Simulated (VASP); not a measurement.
# SiO2: electric field gradients with PBE

The system is SiO2.

```
Si O
1.0
     4.23511    0.00000    0.00000
     0.00000    4.23511    0.00000
     0.00000    0.00000    2.70291
Si O
2 4
Direct
  0.00000 0.00000 0.00000
  0.50000 0.50000 0.50000
  0.30670 0.30670 0.00000
  0.19330 0.80670 0.50000
  0.69330 0.69330 0.00000
  0.80670 0.19330 0.50000
```

```yaml
Program: VASP 6.6.1
Task: electric field gradients
Functional: PBE
Potentials_or_basis: VASP PAW PBE potentials, release 64 (Si, O)
Cutoff: 520 eV
k_mesh: 6 × 6 × 9
Occupations: fermi-dirac, width 0.03 eV
Spin: no spin polarisation
Dipole_correction: no
Further_INCAR_settings: ALGO = Normal; EDIFF = 1e-08; NBANDS = 25
```

```json
{"Pressure": "-1.5 GPa", "Largest force": "0.028 eV/Å", "Band gap on the k mesh": "4.92 eV", "Largest electric field gradient by atom": "Si +22.2; O -114.1 V/Å²"}
```

Forces on the atoms (eV/Å):
```
Si   0.000  0.000  0.000
Si   0.000  0.000  0.000
O    0.020  0.020  0.000
O   -0.020  0.020  0.000
O   -0.020 -0.020  0.000
O    0.020 -0.020  0.000
```

Stress tensor (GPa, compression positive):
```
-0.96  0.00  0.00
 0.00 -0.96  0.00
 0.00  0.00 -2.52
```

Levels at points of the mesh, in eV from the valence-band top:
```
           k point  band 12  band 13  band 14  band 15  band 16  band 17  band 18  band 19  band 20  band 21
(0.00, 0.00, 0.00)    -3.03    -2.51    -0.85    -0.85     0.00     4.92     6.52     8.18     8.18    11.06
(0.50, 0.00, 0.00)    -3.68    -2.62    -2.62    -1.03    -1.03     7.20     7.20     8.78     8.78    10.78
(0.50, 0.50, 0.00)    -3.15    -2.55    -2.55    -2.14    -2.14     6.92     6.92     9.69     9.69    12.68
```

Electric field gradients, principal values (V/Å²):
```csv
atom,least,middle,greatest (by size)
1 Si,-4.088,-18.116,22.203
2 Si,-4.088,-18.116,22.203
3 O,49.529,64.597,-114.126
4 O,49.529,64.597,-114.126
5 O,49.529,64.597,-114.126
6 O,49.529,64.597,-114.126
```

Wall time 67 s on 1 thread of Intel Xeon 8259CL, on a shared host, peak memory 0.18 GiB.

Caveat: without QUAD_EFG the Cq values of the log hold for a quadrupole moment of 1 mb, not for the nuclei. A k mesh can miss the band edges.
